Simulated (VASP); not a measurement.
# GaN (km) (F-43m) in VASP: single point with PBEsol

Aim: the single point of GaN (km) with PBEsol.

Everything below comes from runs of VASP 6.6.1. Logs are shortened: lines on timing, memory, paths and dates and some standing lists are left out, and cuts for length are marked.

## Step 1: The cell of the first run

It takes space group F-43m (No. 216, cubic). The conventional cell has a = 4.498 Å, b = 4.498 Å, c = 4.498 Å, α = 90.00°, β = 90.00°, γ = 90.00°. Within 2.6 Å of Ga (site symmetry -43m) lie 4 N at 1.95 Å. N (site symmetry -43m) has 4 Ga at 1.95 Å within 2.6 Å.

## Step 2: Single point, PBEsol

File INCAR:

```
PREC     = Accurate       # precision mode
ENCUT    = 600            # plane-wave cutoff, eV
EDIFF    = 1E-6           # SCF threshold, eV
ISMEAR   = 0              # smearing method
SIGMA    = 0.02           # smearing width, eV
LREAL    = False          # projectors in reciprocal space
LASPH    = True           # aspherical terms in the spheres
NELM     = 120            # most SCF steps
ALGO     = Normal         # electronic algorithm
ISIF     = 2              # what is computed and relaxed
LWAVE    = False          # write WAVECAR
LCHARG   = False          # write CHGCAR
GGA      = PS             # functional
NBANDS   = 16             # bands
GGA_COMPAT= False
```

File KPOINTS:

```
Automatic mesh
0
Gamma
  6 6 6
```

File POSCAR:

```
GaN
1.0
    0.0000000000      2.2491817703      2.2491817703
    2.2491817703      0.0000000000      2.2491817703
    2.2491817703      2.2491817703      0.0000000000
Ga N
1 1
Direct
    0.0000000000      0.0000000000      0.0000000000
    0.2500000000      0.2500000000      0.2500000000
```

Potentials or basis: VASP PAW PBE potentials, release 64 (Ga_d, N).

Started as:

```bash
$ cat potpaw_PBE.64/Ga_d/POTCAR potpaw_PBE.64/N/POTCAR > POTCAR
$ mpirun -np 1 vasp_std > vasp.out
```

OUTCAR:

```text
PREC = Accurate
   ENCUT = 600
   EDIFF = 1E-6
   ISMEAR = 0
   LREAL = False
   LASPH = True
   NELM = 120
   ISIF = 2
   GGA = PS

 ion  position               nearest neighbor table
   1  0.000  0.000  0.000-   2 1.95   2 1.95   2 1.95   2 1.95
   2  0.250  0.250  0.250-   1 1.95   1 1.95   1 1.95   1 1.95

  LATTYP: Found a face centered cubic cell.
 ALAT       =     4.4983635406

  Lattice vectors:

 A1 = (   0.0000000000,   2.2491817703,   2.2491817703)
 A2 = (   2.2491817703,   0.0000000000,   2.2491817703)
 A3 = (   2.2491817703,   2.2491817703,   0.0000000000)

Analysis of symmetry for initial positions (statically):
=====================================================================
 Subroutine PRICEL returns:
 Original cell was already a primitive cell.

 Routine SETGRP: Setting up the symmetry group for a
 face centered cubic supercell.

 Subroutine GETGRP returns: Found 24 space group operations
 (whereof 24 operations were pure point group operations)
 out of a pool of 48 trial point group operations.

The static configuration has the point symmetry T_d .

Analysis of symmetry for dynamics (positions and initial velocities):
=====================================================================
 Subroutine PRICEL returns:
 Original cell was already a primitive cell.

 Routine SETGRP: Setting up the symmetry group for a
 face centered cubic supercell.

 Subroutine GETGRP returns: Found 24 space group operations
 (whereof 24 operations were pure point group operations)
 out of a pool of 48 trial point group operations.

The dynamic configuration has the point symmetry T_d .

 Subroutine INISYM returns: Found 24 space group operations
 (whereof 24 operations are pure point group operations),
 and found     1 'primitive' translations

----------------------------------------------------------------------------------------

                                     Primitive cell

  volume of cell :      22.7564

  direct lattice vectors                    reciprocal lattice vectors
     0.000000000  2.249181770  2.249181770    -0.222303064  0.222303064  0.222303064
     2.249181770  0.000000000  2.249181770     0.222303064 -0.222303064  0.222303064
     2.249181770  2.249181770  0.000000000     0.222303064  0.222303064 -0.222303064

  length of vectors
     3.180823364  3.180823364  3.180823364     0.385040202  0.385040202  0.385040202

  position of ions in fractional coordinates (direct lattice)
     0.000000000  0.000000000  0.000000000
     0.250000000  0.250000000  0.250000000

  ion indices of the primitive-cell ions
   primitive index   ion index
                 1           1
                 2           2

----------------------------------------------------------------------------------------

 KPOINTS: Automatic mesh

Automatic generation of k-mesh.
 Grid dimensions read from file:
 generate k-points for:    6    6    6

 Generating k-lattice:

  Cartesian coordinates                     Fractional coordinates (reciprocal lattice)
    -0.037050511  0.037050511  0.037050511     0.166666667  0.000000000  0.000000000
     0.037050511 -0.037050511  0.037050511     0.000000000  0.166666667  0.000000000
     0.037050511  0.037050511 -0.037050511     0.000000000  0.000000000  0.166666667

  Length of vectors
     0.064173367  0.064173367  0.064173367

  Shift w.r.t. Gamma in fractional coordinates (k-lattice)
     0.000000000  0.000000000  0.000000000

 Subroutine IBZKPT returns following result:
 ===========================================

 Found     16 irreducible k-points:

 Following reciprocal coordinates:
            Coordinates               Weight
  0.000000  0.000000  0.000000      1.000000
  0.166667  0.000000  0.000000      8.000000
  0.333333  0.000000  0.000000      8.000000
  0.500000  0.000000  0.000000      4.000000
  0.166667  0.166667  0.000000      6.000000
  0.333333  0.166667  0.000000     24.000000
[... 8 lines left out ...]
 -0.333333  0.333333  0.166667     24.000000
 -0.333333  0.500000  0.166667     12.000000
   k-points           NKPTS =     16   k-points in BZ     NKDIM =     16   number of bands    NBANDS=     16
   number of dos      NEDOS =    301   number of ions     NIONS =      2
   total plane-waves  NPLWV =  21952
   dimension x,y,z NGX =    28 NGY =   28 NGZ =   28
   dimension x,y,z NGXF=    56 NGYF=   56 NGZF=   56
   ions per type =               1   1
   NGX,Y,Z   is equivalent  to a cutoff of  14.63, 14.63, 14.63 a.u.
   NGXF,Y,Z  is equivalent  to a cutoff of  29.27, 29.27, 29.27 a.u.
 SYSTEM =  unknown system
   PREC   = accura    normal or accurate (medium, high low for compatibility)
   ISTART =      0    job   : 0-new  1-cont  2-samecut
   ICHARG =      2    charge: 1-file 2-atom 10-const
   ISPIN  =      1    spin polarized calculation?
   LNONCOLLINEAR =      F non collinear calculations
   LSORBIT =      F    spin-orbit coupling
   LASPH  =      T    aspherical Exc in radial PAW
   ENCUT  =  600.0 eV  44.10 Ry    6.64 a.u.   6.35  6.35  6.35*2*pi/ulx,y,z
   NELM   =    120;   NELMIN=  2; NELMDL= -5     # of ELM steps
   EDIFF  = 0.1E-05   stopping-criterion for ELM
   LREAL  =      F    real-space projection
   EDIFFG = 0.1E-04   stopping-criterion for IOM
   NSW    =      0    number of steps for IOM
   IBRION =     -1    ionic relax: 0-MD 1-quasi-New 2-CG
   NFREE  =      0    steps in history (QN), initial steepest desc. (CG)
   ISIF   =      2    stress and relaxation
   ISYM   =      2    0-nonsym 1-usesym 2-fastsym
   POTIM  = 0.5000    time-step for ionic-motion
   TEBEG  =    0.0;   TEEND  =   0.0 temperature during run
   PSTRESS=    0.0 pullay stress
   NELECT =      18.0000    total number of electrons
   NUPDOWN=      -1.0000    fix difference up-down
   EMIN   =  10.00;   EMAX   =-10.00  energy-range for DOS
   EFERMI =   0.00;   METHOD = LEGACY
   ISMEAR =     0;   SIGMA  =   0.02  broadening in eV -4-tet -1-fermi 0-gaus
   EFERMI_NEDOS =   21; number of points for ismear=-14 and -15
   IALGO  =     38    algorithm
   IMIX   =      4    mixing-type and parameters
     AMIX     =   0.40;   BMIX     =  1.00
     AMIX_MAG =   1.60;   BMIX_MAG =  1.00
  volume/ion in A,a.u.               =      11.38        76.78
  Fermi-wavevector in a.u.,A,eV,Ry     =   1.514018  2.861080 31.187972  2.292251
  Thomas-Fermi vector in A             =   2.623732
   LORBIT       =      0    0 simple, 1 ext, 2 COOP (PROOUT), +10 PAW based schemes
   GGA     = PS    functional components
   LHFCALC =     F    Hartree Fock is set to
   AEXX    =    0.0000 exact exchange contribution
   IVDW    =     0    specifies the selected vdW correction
   LEPSILON=     F    determine dielectric tensor
   LRPA    =     F    only Hartree local field effects (RPA)
 non-spin polarized calculation
 Gauss-broadening in eV      SIGMA  =   0.02
  energy-cutoff  :      600.00
  volume of cell :       22.76
 maximum number of plane-waves:       769
 NGX is ok and might be reduce to    28
   NGX = 13   NGY = 13   NGZ = 13

 number of electron      18.0000005 magnetization

 Free energy of the ion-electron system (eV)
  ---------------------------------------------------
  ext. energy  EPLUGINS =         0.00000000
  ---------------------------------------------------
  free energy    TOTEN  =       -13.11949720 eV

  energy without entropy =      -13.11949720  energy(sigma->0) =      -13.11949720

 E-fermi :   5.3953     XC(G=0): -11.9320

 val. band max:        5.2172995579   @ k =   0.0000   0.0000   0.0000
 cond. band min:       6.9347869552   @ k =   0.0000   0.0000   0.0000
 fundamental gap:      1.7174873973
 Fermi energy:         5.3952952191

 k-point     1 :       0.0000    0.0000    0.0000
  band No.  band energies     occupation
      1     -10.7664      2.00000
      2      -8.1963      2.00000
      3      -8.1963      2.00000
      4      -8.1963      2.00000
      5      -7.8655      2.00000
      6      -7.8655      2.00000
[... 8 lines left out ...]
     15      23.9480      0.00000
     16      23.9480      0.00000

 k-point     2 :       0.1667    0.0000    0.0000
  band No.  band energies     occupation
      1     -10.4709      2.00000
      2      -8.1613      2.00000
      3      -8.1613      2.00000
      4      -8.0740      2.00000
      5      -7.8671      2.00000
      6      -7.8671      2.00000
[... 8 lines left out ...]
     15      22.0288      0.00000
     16      22.0288      0.00000

 k-point     3 :       0.3333    0.0000    0.0000
  band No.  band energies     occupation
      1      -9.9705      2.00000
      2      -8.1149      2.00000
      3      -8.1149      2.00000
      4      -7.8443      2.00000
      5      -7.8443      2.00000
      6      -7.4148      2.00000
[... 8 lines left out ...]
     15      22.8059      0.00000
     16      22.8059      0.00000

 k-point     4 :       0.5000    0.0000    0.0000
  band No.  band energies     occupation
      1      -9.8057      2.00000
      2      -8.1061      2.00000
      3      -8.1061      2.00000
      4      -7.8171      2.00000
      5      -7.8171      2.00000
      6      -6.6130      2.00000
[... 8 lines left out ...]
     15      24.8168      0.00000
     16      24.8168      0.00000

 k-point     5 :       0.1667    0.1667    0.0000
  band No.  band energies     occupation
      1     -10.3765      2.00000
      2      -8.1254      2.00000
      3      -8.1254      2.00000
      4      -8.0934      2.00000
      5      -7.8772      2.00000
      6      -7.8457      2.00000
[... 8 lines left out ...]
     15      25.7621      0.00000
     16      25.8722      0.00000

 k-point     6 :       0.3333    0.1667    0.0000
  band No.  band energies     occupation
      1      -9.9634      2.00000
      2      -8.0970      2.00000
      3      -8.0638      2.00000
      4      -7.9566      2.00000
      5      -7.8240      2.00000
      6      -7.5103      2.00000
[... 8 lines left out ...]
     15      24.6073      0.00000
     16      25.1849      0.00000

 k-point     7 :       0.5000    0.1667    0.0000
  band No.  band energies     occupation
      1      -9.7470      2.00000
      2      -8.0973      2.00000
      3      -8.0485      2.00000
      4      -7.8880      2.00000
      5      -7.8144      2.00000
      6      -6.5401      2.00000
[... 8 lines left out ...]
     15      24.5063      0.00000
     16      25.4848      0.00000

 k-point     8 :      -0.3333    0.1667    0.0000
  band No.  band energies     occupation
      1      -9.7918      2.00000
      2      -8.0993      2.00000
      3      -8.0626      2.00000
      4      -7.8611      2.00000
      5      -7.8601      2.00000
      6      -6.8204      2.00000
[... 8 lines left out ...]
     15      22.3083      0.00000
     16      25.0366      0.00000

 k-point     9 :      -0.1667    0.1667    0.0000
  band No.  band energies     occupation
      1     -10.1140      2.00000
      2      -8.1176      2.00000
      3      -8.1166      2.00000
      4      -7.9029      2.00000
      5      -7.8883      2.00000
      6      -7.6999      2.00000
[... 8 lines left out ...]
     15      21.9841      0.00000
     16      25.0737      0.00000

 k-point    10 :       0.3333    0.3333    0.0000
  band No.  band energies     occupation
      1      -9.7782      2.00000
      2      -8.0641      2.00000
      3      -7.9691      2.00000
      4      -7.9691      2.00000
      5      -7.8061      2.00000
      6      -7.1747      2.00000
[... 8 lines left out ...]
     15      27.6252      0.00000
     16      27.7068      0.00000

 k-point    11 :       0.5000    0.3333    0.0000
  band No.  band energies     occupation
      1      -9.6549      2.00000
      2      -8.0792      2.00000
      3      -7.9391      2.00000
      4      -7.9330      2.00000
      5      -7.8028      2.00000
      6      -6.3415      2.00000
[... 8 lines left out ...]
     15      27.6461      0.00000
     16      27.7253      0.00000

 k-point    12 :      -0.3333    0.3333    0.0000
  band No.  band energies     occupation
      1      -9.6584      2.00000
      2      -8.0837      2.00000
      3      -7.9660      2.00000
      4      -7.9136      2.00000
      5      -7.8469      2.00000
      6      -6.1096      2.00000
[... 8 lines left out ...]
     15      24.0794      0.00000
     16      28.0541      0.00000

 k-point    13 :       0.5000    0.5000    0.0000
  band No.  band energies     occupation
      1      -9.6233      2.00000
      2      -8.1134      2.00000
      3      -7.8826      2.00000
      4      -7.8826      2.00000
      5      -7.7862      2.00000
      6      -6.1852      2.00000
[... 8 lines left out ...]
     15      26.9936      0.00000
     16      29.8154      0.00000

 k-point    14 :       0.5000    0.3333    0.1667
  band No.  band energies     occupation
      1      -9.7355      2.00000
      2      -8.0578      2.00000
      3      -8.0369      2.00000
      4      -7.9272      2.00000
      5      -7.8280      2.00000
      6      -6.7528      2.00000
[... 8 lines left out ...]
     15      25.0281      0.00000
     16      27.5933      0.00000

 k-point    15 :      -0.3333    0.3333    0.1667
  band No.  band energies     occupation
      1      -9.6583      2.00000
      2      -8.0728      2.00000
      3      -8.0045      2.00000
      4      -7.8901      2.00000
      5      -7.8421      2.00000
      6      -6.1074      2.00000
[... 8 lines left out ...]
     15      24.0032      0.00000
     16      27.9852      0.00000

 k-point    16 :      -0.3333    0.5000    0.1667
  band No.  band energies     occupation
      1      -9.6219      2.00000
      2      -8.0651      2.00000
      3      -7.9862      2.00000
      4      -7.8746      2.00000
      5      -7.8250      2.00000
      6      -5.9575      2.00000
[... 8 lines left out ...]
     15      25.7923      0.00000
     16      28.2363      0.00000

------------------------ aborting loop because EDIFF is reached ----------------------------------------

  FORCE on cell =-STRESS in cart. coord.  units (eV):
  Direction    XX          YY          ZZ          XY          YZ          ZX
  --------------------------------------------------------------------------------------
  -------------------------------------------------------------------------------------
  Total       -0.0645919     -0.0645919     -0.0645919      0.0000000      0.0000000      0.0000000
  in kB       -4.5476250     -4.5476250     -4.5476250      0.0000000      0.0000000      0.0000000
  external PRESSURE =      -4.5476250 kB  Pullay stress =       0.0000000 kB

 VOLUME and BASIS-vectors are now :
 -----------------------------------------------------------------------------
  energy-cutoff  :      600.00
  volume of cell :       22.76
      direct lattice vectors                 reciprocal lattice vectors
     0.000000000  2.249181770  2.249181770    -0.222303064  0.222303064  0.222303064
     2.249181770  0.000000000  2.249181770     0.222303064 -0.222303064  0.222303064
     2.249181770  2.249181770  0.000000000     0.222303064  0.222303064 -0.222303064

 POSITION                                       TOTAL-FORCE (eV/Angst)
 -----------------------------------------------------------------------------------
      0.00000      0.00000      0.00000         0.000000      0.000000      0.000000
      1.12459      1.12459      1.12459        -0.000000     -0.000000     -0.000000
 -----------------------------------------------------------------------------------
    total drift:                                0.000000      0.000000      0.000000

  FREE ENERGIE OF THE ION-ELECTRON SYSTEM (eV)
  ---------------------------------------------------
  free  energy   TOTEN  =       -13.1194972002 eV

  energy  without entropy=      -13.1194972002  energy(sigma->0) =      -13.11949720
```

Run time: 25 s. Hardware: 1 thread of AMD EPYC 7R13, shared host; peak memory 0.13 GiB.

Results:

```yaml
Free_energy: -13.1195 eV
Pressure: -0.5 GPa
Band_gap_on_the_k_mesh: 1.72 eV, direct
```

Caveat: the PAW data sets were made with another functional, which shifts forces and pressure a little.
